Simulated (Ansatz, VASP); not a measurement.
# ZrO2: VASP beside Ansatz

```
Zr O
1.0
     0.00000    2.55789    2.55789
     2.55789    0.00000    2.55789
     2.55789    2.55789    0.00000
Zr O
1 2
Cartesian
  0.0000 0.0000 0.0000
  1.2789 1.2789 1.2789
  3.8368 3.8368 3.8368
```

Alike in both runs: functional PBE; k mesh 8 × 8 × 8; occupations gaussian, width 0.02 eV; no spin polarisation.

Ansatz relaxed the structure, and its values are those at the end. VASP's run is a single point on that final structure, the one shown.

|  | VASP | Ansatz |
| --- | --- | --- |
| version | VASP 6.6.1 | Ansatz 0.2.0 |
| potentials or method | VASP PAW PBE potentials, release 64 (Zr_sv, O), cutoff 600 eV | scalar-relativistic, plane waves, PAW |
| valence electrons in the cell | 24 | 24 |

|  | VASP | Ansatz | Ansatz less VASP |
| --- | --- | --- | --- |
| gap on the k mesh at the Fermi level (eV) | 3.31 | 3.32 | +0.005 |
| least direct gap on the mesh (eV) | 3.74 | 3.75 | +0.004 |
| pressure (GPa) | 0.1 | 0.0 | -0.07 |
